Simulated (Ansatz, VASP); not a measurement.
**One calculation of MgS, two programs**

File INCAR:

```
SYSTEM = MgS
PREC = Accurate
ENCUT = 520
EDIFF = 1E-7
ISMEAR = 0
SIGMA = 0.05
LREAL = .False.
LASPH = .True.
NELM = 80
ALGO = Normal
ISIF = 2
LWAVE = .False.
LCHARG = .False.
GGA = PE
NBANDS = 11
```

KPOINTS

```
Automatic mesh
0
Gamma
  8 8 8
  0 0 0
```

The input POSCAR:

```
MgS
1.0
    0.0000000000      2.6016500000      2.6016500000
    2.6016500000      0.0000000000      2.6016500000
    2.6016500000      2.6016500000      0.0000000000
Mg S
1 1
Direct
   -0.1189088528      0.0000000000      0.0000000000
    0.5000000000      0.5000000000      0.5000000000
```

Input for Ansatz:

```yaml
crystal:
  lattice:
    - [0.0, 2.60165, 2.60165]
    - [2.60165, 0.0, 2.60165]
    - [2.60165, 2.60165, 0.0]
  atoms:
    - { symbol: Mg, position: [-0.1189088528, 0.0, 0.0] }
    - { symbol: S, position: [0.5, 0.5, 0.5] }
basis:
  ecutwfc: 420
kpoints:
  mp_grid: { grid: [8, 8, 8] }
hamiltonian:
  xc: pbe
scf:
  occupations: { method: gaussian, width: 0.05 }
output:
  forces: true
  stress: true
  eigenvalues: true
```

Change from the starting cell: all Mg atoms moved +0.438 Å, as atom 1 towards its neighbour atom 1 (Mg) at 3.679 Å.

Alike in both runs: task single point; functional PBE; k mesh 8 × 8 × 8; occupations gaussian, width 0.05 eV; no spin polarisation.

|  | VASP | Ansatz |
| --- | --- | --- |
| version | VASP 6.6.1 | Ansatz 0.2.0 |
| potentials or method | VASP PAW PBE potentials, release 64 (Mg, S), cutoff 520 eV | scalar-relativistic, plane waves, PAW |
| valence electrons in the cell | 8 | 16 |

```tsv
	VASP	Ansatz	Ansatz less VASP
gap on the k mesh at the Fermi level (eV)	2.83	2.84	+0.015
least direct gap on the mesh (eV)	3.67	3.68	+0.012
pressure (GPa)	7.3	7.5	+0.24
traceless stress, the component that is largest in VASP (GPa)	-7.71	-7.68	+0.031
rms of the force components (eV/Å)	0.895	0.893	-0.0015
```

Atom by atom the forces differ by 0.002 eV/Å (rms over components). VASP's potentials hold 8 valence electrons a cell and Ansatz's 16, so a difference there can come from the potentials and not from the codes.
